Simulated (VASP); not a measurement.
Wanted: the native input for a VASP 6.6.1 run.

```yaml
Task: single point
Functional: PBE
Potentials_or_basis: VASP PAW PBE potentials, release 64 (Ag, Ru_pv, Au)
Cutoff: 520 eV
k_mesh: 12 × 12 × 1
Occupations: gaussian, width 0.1 eV
Spin: no spin polarisation
Dipole_correction: yes
Further_INCAR_settings: ALGO = Normal; EDIFF = 1e-06; NBANDS = 38
```

The structure of AgRu2Au2 lies in POSCAR:

```
AgRu2Au2
1.0
    4.4311744268     -0.0000000027      0.0000000000
   -2.2155872111      3.8375096236      0.0000000000
    0.0000000000      0.0000000000     33.8036224000
Ag Ru Au
1 2 2
Direct
    0.0000000000      0.0000000000      0.2963570449
    0.3333333333      0.6666666667      0.3360665268
    0.6666666667      0.3333333333      0.3360665268
    0.3333333333      0.6666666667      0.2544331819
    0.6666666667      0.3333333333      0.2544331819
```

These files were run (other wordings do the same):

INCAR

```
ALGO = Normal ; DIPOL = 0.5 0.5 0.295
EDIFF = 1E-6 ; ENCUT = 520
GGA = PE ; IDIPOL = 3
ISIF = 2 ; ISMEAR = 0
LASPH = True ; LCHARG = False
LDIPOL = True ; LREAL = False
LWAVE = False ; NBANDS = 38
NELM = 100 ; PREC = Accurate
SIGMA = 0.1
```

KPOINTS

```
k-points
0
Gamma
  12 12 1
```

Potentials or basis: VASP PAW PBE potentials, release 64 (Ag, Ru_pv, Au).

Command:

```bash
$ cat potpaw_PBE.64/Ag/POTCAR potpaw_PBE.64/Ru_pv/POTCAR potpaw_PBE.64/Au/POTCAR > POTCAR
$ mpirun -np 1 vasp_std > vasp.out
```

Results of the run:

```yaml
Largest_force: 0.013 eV/Å
```

Run time: 9.2 min on 1 thread of Intel(R) Xeon(R) Platinum 8488C (Sapphire Rapids), with other jobs on the host, peak memory 0.92 GiB.
